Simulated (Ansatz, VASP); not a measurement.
# Hf3N2 in VASP and in Ansatz

File INCAR:

```
SYSTEM = Hf3N2
ALGO     = Normal         ! electronic algorithm
EDIFF    = 1E-6           ! SCF threshold, eV
ENCUT    = 520            ! plane-wave cutoff, eV
GGA      = CA             ! functional
ISIF     = 2              ! what is computed and relaxed
ISMEAR   = 0              ! smearing method
LASPH    = .True.         ! aspherical terms in the spheres
LCHARG   = .False.        ! write CHGCAR
LREAL    = .False.        ! projectors in reciprocal space
LWAVE    = .False.        ! write WAVECAR
NBANDS   = 28             ! bands
NELM     = 100            ! most SCF steps
PREC     = Accurate       ! precision mode
SIGMA    = 0.1            ! smearing width, eV
```

File KPOINTS:

```
k-points
0
Gamma
  12 12 12
  0 0 0
```

Contents of POSCAR:

```
Hf3N2
1.0
    1.5994260774      0.9234290764      7.7548432223
   -1.5994260774      0.9234290764      7.7548432223
    0.0000000000     -1.8468581527      7.7548432223
Hf N
3 2
Direct
    0.7794186600      0.7794186600      0.7794186600
    0.2205813400      0.2205813400      0.2205813400
    0.0000000000      0.0000000000      0.0000000000
    0.6119155300      0.6119155300      0.6119155300
    0.3880844700      0.3880844700      0.3880844700
```

Input for Ansatz:

```yaml
crystal:
  lattice:
    - [1.5994260774, 0.9234290764, 7.7548432223]
    - [-1.5994260774, 0.9234290764, 7.7548432223]
    - [0.0, -1.8468581527, 7.7548432223]
  atoms:
    - { symbol: Hf, position: [0.77941866, 0.77941866, 0.77941866] }
    - { symbol: Hf, position: [0.22058134, 0.22058134, 0.22058134] }
    - { symbol: Hf, position: [0.0, 0.0, 0.0] }
    - { symbol: "N", position: [0.61191553, 0.61191553, 0.61191553] }
    - { symbol: "N", position: [0.38808447, 0.38808447, 0.38808447] }
basis:
  ecutwfc: 420
kpoints:
  mp_grid: { grid: [12, 12, 12] }
hamiltonian:
  xc: lda
scf:
  occupations: { method: gaussian, width: 0.1 }
output:
  forces: true
  stress: true
  eigenvalues: true
```

Alike in both runs: task single point; functional LDA; k mesh 12 × 12 × 12; occupations gaussian, width 0.1 eV; no spin polarisation.

```csv
,VASP,Ansatz
version,VASP 6.6.1,Ansatz 0.2.0
potentials or method,"VASP PAW LDA potentials, release 64 (Hf_pv, N), cutoff 520 eV","scalar-relativistic, plane waves, PAW"
valence electrons in the cell,40,88
```

Ansatz gave:

| Quantity | Value |
| --- | --- |
| gap on the k mesh at the Fermi level (eV) | none |
| pressure (GPa) | -7.7 |
| traceless stress, the component that is largest in VASP (GPa) | -0.58 |
| rms of the force components (eV/Å) | 0.160 |

Q: Which values does VASP return?

A: gap on the k mesh at the Fermi level (eV): none; pressure (GPa): -8.3; traceless stress, the component that is largest in VASP (GPa): -0.46; rms of the force components (eV/Å): 0.183.

LDA's correlation is that of Perdew and Zunger in VASP and of Perdew and Wang (1992) in Ansatz. Atom by atom the forces differ by 0.030 eV/Å (rms over components). A gap of «none» marks a metal or a gap that the smearing closes. VASP's potentials hold 40 valence electrons a cell and Ansatz's 88, so a difference there can come from the potentials and not from the codes.

Neither program's run includes spin-orbit coupling.
